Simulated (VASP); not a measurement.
# AlSn (P-6m2) in VASP: further runs, part 2 of 2

VASP 6.6.1. Earlier steps stand in the parts before.

## 3. Single point, HSE06

This run uses another cell than the first one, of 24.32 Å³/atom.

File POSCAR:

```
AlSn
1.0
    3.9980617776      0.0000000000      0.0000000000
   -1.9990308888      3.4624230653      0.0000000000
    0.0000000000      0.0000000000      3.5130465134
Sn Al
1 1
Direct
    0.3333333333      0.6666666667      0.5000000000
    0.0000000000      0.0000000000      0.0000000000
```

File INCAR.step1:

```
SYSTEM = AlSn
PREC = Accurate
ENCUT = 520
EDIFF = 1E-5
ISMEAR = -1
SIGMA = 0.05
LREAL = .False.
LASPH = .True.
NELM = 80
ALGO = Normal
ISIF = 2
LWAVE = .True.
LCHARG = .False.
GGA = PE
NBANDS = 16
```

File INCAR.step2:

```
SYSTEM = AlSn
PREC = Accurate
ENCUT = 520
EDIFF = 1E-7
ISMEAR = -1
SIGMA = 0.05
LREAL = .False.
LASPH = .True.
NELM = 80
ALGO = Normal
ISIF = 2
LWAVE = .False.
LCHARG = .False.
GGA = PE
LHFCALC = .True.
HFSCREEN = 0.2079
PRECFOCK = Normal
ISTART = 1
NBANDS = 16
```

File KPOINTS:

```
Automatic mesh
0
Gamma
  4 4 4
  0 0 0
```

Potentials or basis: VASP PAW PBE potentials, release 64 (Sn_d, Al).

Command:

```
$ cat potpaw_PBE.64/Sn_d/POTCAR potpaw_PBE.64/Al/POTCAR > POTCAR
$ cp INCAR.step1 INCAR
$ mpirun -np 1 vasp_std > vasp.out
$ cp INCAR.step2 INCAR
$ mpirun -np 1 vasp_std > vasp.out
```

OUTCAR:

```text
SYSTEM = AlSn
   PREC = Accurate
   ENCUT = 520
   EDIFF = 1E-7
   ISMEAR = -1
   LREAL = .False.
   LASPH = .True.
   NELM = 80
   ISIF = 2
   GGA = PE
   LHFCALC = .True.
   HFSCREEN = 0.2079
   PRECFOCK = Normal
   ISTART = 1

 ion  position               nearest neighbor table
   1  0.333  0.667  0.500-   2 2.90   2 2.90   2 2.90   2 2.90   2 2.90   2 2.90
   2  0.000  0.000  0.000-   1 2.90   1 2.90   1 2.90   1 2.90   1 2.90   1 2.90

  LATTYP: Found a hexagonal cell.
 ALAT       =     3.9980617776
 C/A-ratio  =     0.8786874013

  Lattice vectors:

 A1 = (   3.9980617776,   0.0000000000,   0.0000000000)
 A2 = (  -1.9990308888,   3.4624230653,   0.0000000000)
 A3 = (   0.0000000000,   0.0000000000,   3.5130465134)

Analysis of symmetry for initial positions (statically):
=====================================================================
 Subroutine PRICEL returns:
 Original cell was already a primitive cell.

 Routine SETGRP: Setting up the symmetry group for a
 hexagonal supercell.

 Subroutine GETGRP returns: Found 12 space group operations
 (whereof 12 operations were pure point group operations)
 out of a pool of 24 trial point group operations.

The static configuration has the point symmetry D_3h.

Analysis of symmetry for dynamics (positions and initial velocities):
=====================================================================
 Subroutine PRICEL returns:
 Original cell was already a primitive cell.

 Routine SETGRP: Setting up the symmetry group for a
 hexagonal supercell.

 Subroutine GETGRP returns: Found 12 space group operations
 (whereof 12 operations were pure point group operations)
[... 108 lines left out ...]
     AMIX     =   0.40;   BMIX     =  1.00
     AMIX_MAG =   1.60;   BMIX_MAG =  1.00
  volume/ion in A,a.u.               =      24.32       164.09
  Fermi-wavevector in a.u.,A,eV,Ry     =   1.153241  2.179309 18.095260  1.329964
  Thomas-Fermi vector in A             =   2.289886
   LORBIT       =      0    0 simple, 1 ext, 2 COOP (PROOUT), +10 PAW based schemes
   GGA     = PE    functional components
   LHFCALC =     T    Hartree Fock is set to
   PRECFOCK=normal    Normal, Fast or Accurate (Low or Medium for compatibility)
   ENCUT4O =  -1.0   cutoff for four orbital integrals eV
   NKREDX  =     1    reduce k-point grid by
   NKREDY  =     1    reduce k-point grid by
   NKREDZ  =     1    reduce k-point grid by
   AEXX    =    0.2500 exact exchange contribution
   HFSCREEN=    0.2079 screening length (either q_TF or 0.3 A-1)
   HFSCREENC=   0.2079 screening length for correlation (either q_TF or 0.3 A-1)
   ENCUTFOCK=  -1.0 apply spherical cutoff to Coloumb kernel
   IVDW    =     0    specifies the selected vdW correction
   LEPSILON=     F    determine dielectric tensor
   LRPA    =     F    only Hartree local field effects (RPA)
 non-spin polarized calculation
  energy-cutoff  :      520.00
  volume of cell :       48.63
 maximum number of plane-waves:      1322
 NGX is ok and might be reduce to    30
  NGX = 24; NGY = 24; NGZ = 20

 number of electron      16.9999995 magnetization

 Free energy of the ion-electron system (eV)
  ---------------------------------------------------
  ext. energy  EPLUGINS =         0.00000000
  ---------------------------------------------------
  free energy    TOTEN  =        -8.15812840 eV

  energy without entropy =       -8.14565141  energy(sigma->0) =       -8.15188991

 E-fermi :   6.9079     XC(G=0):  -8.1047

 val. band max:        6.1745433569   @ k =   0.2500   0.2500   0.5000
 cond. band min:       6.9439468620   @ k =   0.2500  -0.0000   0.2500
 fundamental gap:      0.7694035051
 Fermi energy:         6.9079376880

 k-point     1 :       0.0000    0.0000    0.0000
  band No.  band energies     occupation
      1     -16.7806      2.00000
      2     -16.6998      2.00000
      3     -16.6998      2.00000
      4     -16.6976      2.00000
      5     -16.6976      2.00000
      6      -5.2163      2.00000
[... 205 lines left out ...]
      3     -16.6871      2.00000
      4     -16.6717      2.00000
      5     -16.6527      2.00000
      6      -0.0709      2.00000
[... 8 lines left out ...]
     15      16.7532      0.00000
     16      21.7734      0.00000

------------------------ aborting loop because EDIFF is reached ----------------------------------------

  FORCE on cell =-STRESS in cart. coord.  units (eV):
  Direction    XX          YY          ZZ          XY          YZ          ZX
  --------------------------------------------------------------------------------------
  -------------------------------------------------------------------------------------
  Total       -0.0201980     -0.0201980     -0.0030035     -0.0000000     -0.0000000      0.0000000
  in kB       -0.6654354     -0.6654354     -0.0989525     -0.0000000     -0.0000000      0.0000000
  external PRESSURE =      -0.4766078 kB  Pullay stress =       0.0000000 kB

 VOLUME and BASIS-vectors are now :
 -----------------------------------------------------------------------------
  energy-cutoff  :      520.00
  volume of cell :       48.63
      direct lattice vectors                 reciprocal lattice vectors
     3.998061778  0.000000000  0.000000000     0.250121198  0.144407541  0.000000000
    -1.999030889  3.462423065  0.000000000     0.000000000  0.288815082  0.000000000
     0.000000000  0.000000000  3.513046513     0.000000000  0.000000000  0.284653219

 POSITION                                       TOTAL-FORCE (eV/Angst)
 -----------------------------------------------------------------------------------
     -0.00000      2.30828      1.75652         0.000000      0.000000      0.000000
      0.00000      0.00000      0.00000        -0.000000      0.000000      0.000000
 -----------------------------------------------------------------------------------
    total drift:                                0.000014     -0.000010     -0.000001

  FREE ENERGIE OF THE ION-ELECTRON SYSTEM (eV)
  ---------------------------------------------------
  free  energy   TOTEN  =        -8.1581284046 eV

  energy  without entropy=       -8.1456514144  energy(sigma->0) =       -8.15188991
```

Wall time 16 min (1 thread of AMD EPYC, shared host); peak memory 0.25 GiB.

Results:

| Quantity | Value |
| --- | --- |
| Free energy | -8.1581 eV |
| Pressure | 0.0 GPa |
| Band gap on the k mesh | zero (an odd number of electrons rules out a gap without spin polarisation) |

Caveat: the k points lie up to 0.45 Å⁻¹ apart, too coarse for converged energies and pressures of a metal; the PAW data sets were made with another functional, which shifts forces and pressure a little; spin-orbit coupling is left out, which moves the levels of the heavy elements.

The gap in the log of VASP goes by the Fermi energy; the results here count the filled bands.